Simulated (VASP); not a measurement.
# Au: relaxation of cell and atoms with LDA

Au:

```
CELL_PARAMETERS angstrom
2.91696 0.00000 0.00000
-1.45848 2.52616 0.00000
0.00000 0.00000 4.89003
ATOMIC_POSITIONS crystal
Au 0.33333 0.66667 0.75000
Au 0.66667 0.33333 0.25000
```

```yaml
Program: VASP 6.6.1
Task: relaxation of cell and atoms
Functional: LDA
Potentials_or_basis: VASP PAW LDA potentials, release 64 (Au)
Cutoff: 600 eV
k_mesh: 18 × 18 × 10
Occupations: gaussian, width 0.1 eV
Spin: no spin polarisation
Dipole_correction: no
Further_INCAR_settings: ALGO = Fast; EDIFF = 1e-06; IBRION = 2; EDIFFG = -0.005; NSW = 70; ISIF = 3
```

| Property | Result |
| --- | --- |
| Relaxed volume | 16.64 Å³/atom |
| Relaxed cell | a = 2.844 Å, b = 2.844 Å, c = 4.754 Å, α = 90.00°, β = 90.00°, γ = 120.00° |
| Space group after relaxing (to 0.05 Å) | P6_3/mmc (No. 194) |
| Energy gained by relaxing | 56.0 meV/atom |
| Ionic steps | 14 |
| Pressure after relaxing | 0.0 GPa |
| Band gap on the k mesh | zero (band 11 reaches 14.07 eV, above the bottom of band 12 at 6.98 eV) |

Step by step:
| step | energy change (eV) | largest force (eV/Å) | pressure (GPa) | volume (Å³) |
| --- | --- | --- | --- | --- |
| 1 | 0.0000 | 0.0000 | -11.89 | 36.03 |
| 2 | 0.2223 | 0.0000 | 32.49 | 29.50 |
| 3 | -0.1118 | 0.0000 | -0.71 | 33.37 |
| 4 | -0.1119 | 0.0000 | 0.08 | 33.27 |
| 5 | -0.1119 | 0.0000 | -0.17 | 33.30 |
| 6 | -0.1119 | 0.0000 | -0.12 | 33.31 |
| 7 | -0.1120 | 0.0000 | -0.02 | 33.29 |
| 8 | -0.1120 | 0.0000 | 0.05 | 33.28 |
| 9 | -0.1120 | 0.0000 | 0.04 | 33.27 |
| 10 | -0.1120 | 0.0000 | 0.07 | 33.26 |
| 11 | -0.1120 | 0.0000 | 0.07 | 33.27 |
| 12 | -0.1120 | 0.0000 | 0.07 | 33.27 |
| 13 | -0.1120 | 0.0000 | 0.06 | 33.27 |
| 14 | -0.1120 | 0.0000 | -0.01 | 33.29 |

Final structure:
```cif
data_structure
_symmetry_space_group_name_H-M 'P 1'
_symmetry_Int_Tables_number 1
_cell_length_a 2.8435
_cell_length_b 2.8435
_cell_length_c 4.7540
_cell_angle_alpha 90.000
_cell_angle_beta 90.000
_cell_angle_gamma 120.000
_cell_volume 33.29
loop_
_atom_site_label
_atom_site_type_symbol
_atom_site_fract_x
_atom_site_fract_y
_atom_site_fract_z
_atom_site_occupancy
Au1 Au 0.33333 0.66667 0.75000 1
Au2 Au 0.66667 0.33333 0.25000 1
```

Levels at points of the mesh, in eV from the Fermi level:
| k point | band 8 | band 9 | band 10 | band 11 | band 12 | band 13 | band 14 | band 15 |
| --- | --- | --- | --- | --- | --- | --- | --- | --- |
| (0.00, 0.00, 0.00) | -3.64 | -3.64 | -2.18 | -2.18 | -1.23 | 2.88 | 14.56 | 15.79 |
| (0.50, 0.00, 0.00) | -1.91 | -1.86 | -1.66 | 0.39 | 1.65 | 5.84 | 7.41 | 7.57 |
| (0.00, 0.00, 0.50) | -4.73 | -2.66 | -2.66 | -2.66 | -2.66 | 10.91 | 10.91 | 14.86 |
| (0.50, 0.00, 0.50) | -2.45 | -1.74 | -1.74 | 0.41 | 0.41 | 4.12 | 4.12 | 13.38 |

It took 5.9 min on 1 thread of Intel(R) Xeon(R) Platinum 8375C CPU @ 2.90GHz (Ice Lake) (shared host), peak memory 0.25 GiB.

Caveat: spin-orbit coupling is left out, which moves the levels of the heavy elements. LDA usually gives volumes a few per cent too small.
